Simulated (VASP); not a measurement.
Wanted: the native input for a VASP 6.6.1 run.

```yaml
Task: electric field gradients
Functional: PBE
Potentials_or_basis: VASP PAW PBE potentials, release 64 (K_sv, Br)
Cutoff: 520 eV
k_mesh: 7 × 7 × 7
Occupations: fermi-dirac, width 0.01 eV
Spin: no spin polarisation
Dipole_correction: no
Further_INCAR_settings: ALGO = Normal; EDIFF = 1e-08; NBANDS = 15
```

The structure of KBr lies in POSCAR:

```
KBr
1.0
    0.0000000000      3.3464850048      3.3464850048
    3.3464850048      0.0000000000      3.3464850048
    3.3464850048      3.3464850048      0.0000000000
K Br
1 1
Direct
    0.0000000000      0.0000000000      0.0000000000
    0.5000000000      0.5000000000      0.5000000000
```

This cell differs from its parent crystal: volume scaled by 1.05.

The input as run:

INCAR

```
  PREC = Accurate
  ENCUT = 520
  EDIFF = 1E-8
  ISMEAR = -1
  SIGMA = 0.01
  LREAL = False
  LASPH = True
  NELM = 80
  ALGO = Normal
  ISIF = 2
  LWAVE = False
  LCHARG = False
  GGA = PE
  LEFG = True
  NBANDS = 15
```

KPOINTS

```
Automatic mesh
0
Gamma
  7 7 7
```

Potentials or basis: VASP PAW PBE potentials, release 64 (K_sv, Br).

The run is started by

```console
$ cat potpaw_PBE.64/K_sv/POTCAR potpaw_PBE.64/Br/POTCAR > POTCAR
$ mpirun -np 1 vasp_std > vasp.out
```

It gave:

The pressure is 0.1 GPa. The band gap on the k mesh is 4.32 eV, direct.

Caveat: without QUAD_EFG the Cq values of the log hold for a quadrupole moment of 1 mb, not for the nuclei.

Run time: 27 s on 1 thread of Intel(R) Xeon(R) 6975P-C (Granite Rapids) (shared host), peak memory 0.21 GiB.
